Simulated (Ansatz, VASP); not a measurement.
Two plane-wave programs on H

File INCAR:

```
  ALGO = Normal
  EDIFF = 1E-6
  EDIFFG = -0.01
  ENCUT = 600
  GGA = RE
  IBRION = 2
  ISIF = 3
  ISMEAR = -1
  LASPH = T
  LCHARG = F
  LREAL = F
  LWAVE = F
  NELM = 60
  NSW = 60
  PREC = Accurate
  SIGMA = 0.05
```

File KPOINTS:

```
k-points
0
Gamma
  11 11 11
```

The input POSCAR:

```
H
1.0
   -1.6915344700      1.6915344700      2.0584739900
    1.6915344700     -1.6915344700      2.0584739900
    1.6915344700      1.6915344700     -2.0584739900
H
2
Direct
    0.0901377100      0.0901377100      0.0000000000
    0.9098622900      0.9098622900      0.0000000000
```

File input.yaml:

```yaml
crystal:
  lattice:
    - [-1.69153447, 1.69153447, 2.05847399]
    - [1.69153447, -1.69153447, 2.05847399]
    - [1.69153447, 1.69153447, -2.05847399]
  atoms:
    - { symbol: H, position: [0.09013771, 0.09013771, 0.0] }
    - { symbol: H, position: [0.90986229, 0.90986229, 0.0] }
hamiltonian:
  xc: revpbe
  pseudopotentials: { kind: paw }
kpoints:
  mp_grid: { grid: [11, 11, 11] }
scf:
  occupations: { method: fermi_dirac, width: 0.05 }
output:
  forces: true
  stress: true
  eigenvalues: true
relax:
  f_tol: 0.01
  max_steps: 40
  cell: { stress_tol: 0.05 }
```

Alike in both runs: task relaxation of cell and atoms; functional revPBE; k mesh 11 × 11 × 11; occupations fermi-dirac, width 0.05 eV; no spin polarisation.

```csv
,VASP,Ansatz
version,VASP 6.6.1,Ansatz 0.2.0
potentials or method,"VASP PAW PBE potentials, release 64 (H)",Ansatz PAW
plane-wave cutoff (eV),600,420
valence electrons in the cell,2,2
```

```tsv
	VASP	Ansatz	Ansatz less VASP
gap on the k mesh at the Fermi level, each at its own relaxed structure (eV)	9.70	9.80	+0.098
relaxed volume (Å³/atom)	16.93	24.67	+7.742
relaxed cell length with the largest relative difference (Å)	3.559	4.037	+0.4781
```

VASP's potentials were made for PBE, not for revPBE. One of these differences is far larger than is usual between the two programs; its cause wasn't traced.

Noted on VASP's run: the volume moved by over 15 % at a fixed basis, so the end points are rough. Noted on Ansatz's run: the potentials were made for another functional, which shifts forces and pressure; the volume moved by over 15 % at a fixed basis, so the end points are rough; odd divisions of the mesh miss points on the zone boundary, where band edges often lie, so the gap on the mesh can be too wide; the plane-wave basis is chosen anew once the cell has moved, so the energies of steps on either side of that aren't comparable.
